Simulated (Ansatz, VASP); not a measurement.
**CsBr in VASP and in Ansatz**

Contents of INCAR:

```
SYSTEM = CsBr
ALGO     = Normal         ! electronic algorithm
EDIFF    = 1E-8           ! SCF threshold, eV
ENCUT    = 400            ! plane-wave cutoff, eV
GGA      = PE             ! functional
GGA_COMPAT= .FALSE.      
ISIF     = 2              ! what is computed and relaxed
ISMEAR   = -1             ! smearing method
LASPH    = .TRUE.         ! aspherical terms in the spheres
LCHARG   = .FALSE.        ! write CHGCAR
LEFG     = .TRUE.       
LREAL    = .FALSE.        ! projectors in reciprocal space
LWAVE    = .FALSE.        ! write WAVECAR
NBANDS   = 15             ! bands
NELM     = 120            ! most SCF steps
PREC     = Accurate       ! precision mode
SIGMA    = 0.02           ! smearing width, eV
```

Contents of KPOINTS:

```
k-points
0
G
  6 6 6
  0 0 0
```

POSCAR

```
CsBr
1.0
    4.4104598805      0.0000000000      0.0000000000
    0.0000000000      4.4104598805      0.0000000000
    0.0000000000      0.0000000000      4.4104598805
Cs Br
1 1
Direct
    0.0000000000      0.0000000000      0.0000000000
    0.5000000000      0.5000000000      0.5000000000
```

Input for Ansatz:

```yaml
crystal:
  lattice:
    - [4.4104598805, 0.0, 0.0]
    - [0.0, 4.4104598805, 0.0]
    - [0.0, 0.0, 4.4104598805]
  atoms:
    - { symbol: Cs, position: [0.0, 0.0, 0.0] }
    - { symbol: Br, position: [0.5, 0.5, 0.5] }
kpoints:
  mp_grid: { grid: [6, 6, 6] }
scf:
  occupations: { method: fermi_dirac, width: 0.02 }
hamiltonian:
  xc: pbe
  pseudopotentials: { kind: all_electron, datasets: crystal }
output:
  forces: true
  stress: true
  eigenvalues: true
  efg: { contact_densities: true }
```

Change from the starting cell: volume scaled by 1.06, crystal datasets.

Alike in both runs: task electric field gradients; functional PBE; k mesh 6 × 6 × 6; occupations fermi-dirac, width 0.02 eV; no spin polarisation.

|  | VASP | Ansatz |
| --- | --- | --- |
| version | VASP 6.6.1 | Ansatz 0.2.0 |
| potentials or method | VASP PAW PBE potentials, release 64 (Cs_sv, Br), cutoff 400 eV | all-electron PAW with datasets made for the crystal, scalar-relativistic |

```tsv
	VASP	Ansatz	Ansatz less VASP
gap on the k mesh at the Fermi level (eV)	4.19	4.20	+0.011
pressure (GPa)	-0.2	-0.2	0.00
```

Ansatz ran all-electron here, and VASP with PAW potentials.

Neither program's run includes spin-orbit coupling.
